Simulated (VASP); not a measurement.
## Ti: single point with PBE

The system is Ti.

```
CELL_PARAMETERS angstrom
2.34330 0.00000 0.00000
0.00000 2.34330 0.00000
0.00000 0.00000 2.34330
ATOMIC_POSITIONS crystal
Ti 0.00000 0.00000 0.00000
```

This cell differs from its parent crystal: volume scaled by 0.7.

```json
{"Program": "VASP 6.6.1", "Task": "single point", "Functional": "PBE", "Potentials or basis": "VASP PAW PBE potentials, release 64 (Ti_sv)", "Cutoff": "520 eV", "k mesh": "14 × 14 × 14", "Occupations": "fermi-dirac, width 0.05 eV", "Spin": "no spin polarisation", "Dipole correction": "no", "Further INCAR settings": "ALGO = Normal; EDIFF = 1e-06; NBANDS = 12"}
```

* Pressure: 52.1 GPa
* Band gap on the k mesh: zero (band 6 reaches 12.88 eV, above the bottom of band 7 at 9.38 eV)

Levels at points of the mesh, in eV from the Fermi level:
```csv
k point,band 3,band 4,band 5,band 6,band 7,band 8,band 9,band 10
"(0.00, 0.00, 0.00)",-31.42,-31.42,-6.32,-2.29,-2.29,5.65,5.65,5.65
"(0.50, 0.00, 0.00)",-31.20,-31.20,-1.76,-1.18,0.50,2.62,2.62,5.94
"(0.50, 0.50, 0.00)",-33.32,-31.00,-4.63,-0.03,3.32,3.32,7.46,7.87
"(0.50, 0.50, 0.50)",-32.97,-32.97,-2.37,-2.37,-2.37,7.63,7.63,9.39
```

Wall time 6.3 s on 1 thread of Intel(R) Xeon(R) 6975P-C (Granite Rapids) (shared host), peak memory 0.12 GiB.
